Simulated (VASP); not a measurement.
Ba2Ho3Te: single point with PBE

Crystal: Ba2Ho3Te.

```
Ba Ho Te
1.0
    -3.50658    3.50658    6.12483
     3.50658   -3.50658    6.12483
     3.50658    3.50658   -6.12483
Ba Ho Te
2 3 1
Direct
  0.25000 0.75000 0.50000
  0.75000 0.25000 0.50000
  0.73318 0.73318 0.00000
  0.26682 0.26682 0.00000
  0.00000 0.00000 0.00000
  0.50000 0.50000 0.00000
```

The cell was generated, and may not be a known phase.

| Item | Value |
| --- | --- |
| Program | VASP 6.6.1 |
| Task | single point |
| Functional | PBE |
| Potentials or basis | VASP PAW PBE potentials, release 64 (Ba_sv, Ho_3, Te), 4f in core |
| Cutoff | 500 eV |
| k mesh | 4 × 4 × 4 |
| Occupations | gaussian, width 0.2 eV |
| Spin | no spin polarisation |
| Dipole correction | no |
| Further INCAR settings | ALGO = Normal; EDIFF = 1e-06; NBANDS = 36 |

```yaml
Pressure: 0.3 GPa
Largest_force: 0.059 eV/Å
Band_gap_on_the_k_mesh: zero (an odd number of electrons rules out a gap without spin polarisation)
```

Forces in eV/Å, atoms in the order of the input:
```
Ba   0.000  0.000  0.000
Ba   0.000  0.000  0.000
Ho   0.000  0.000 -0.059
Ho   0.000  0.000  0.059
Ho   0.000  0.000  0.000
Te   0.000  0.000  0.000
```

Stress tensor (GPa, compression positive):
```
0.37 0.00 0.00
0.00 0.37 0.00
0.00 0.00 0.01
```

Levels at points of the mesh, in eV from the Fermi level:
| k point | band 24 | band 25 | band 26 | band 27 | band 28 | band 29 | band 30 | band 31 |
| --- | --- | --- | --- | --- | --- | --- | --- | --- |
| (0.00, 0.00, 0.00) | -0.59 | -0.54 | 0.01 | 0.02 | 0.02 | 0.17 | 0.45 | 0.79 |
| (0.50, 0.00, 0.00) | -0.56 | -0.37 | -0.22 | 0.05 | 0.13 | 0.28 | 0.67 | 0.81 |
| (0.50, 0.50, 0.00) | -0.21 | -0.20 | -0.10 | 0.01 | 0.64 | 0.79 | 1.01 | 1.02 |
| (0.50, 0.50, 0.50) | -0.97 | -0.65 | -0.65 | -0.43 | -0.09 | 0.06 | 0.67 | 0.71 |

It took 2.8 min on 1 thread of Intel(R) Xeon(R) Platinum 8488C (Sapphire Rapids) (shared host), peak memory 0.52 GiB.

Caveat: spin-orbit coupling is left out, which moves the levels of the heavy elements; the 4f electrons are frozen in the core, so they carry no moment and show no levels. Spin polarisation is off, so any magnetic state and its effect on volume and gap are missing.
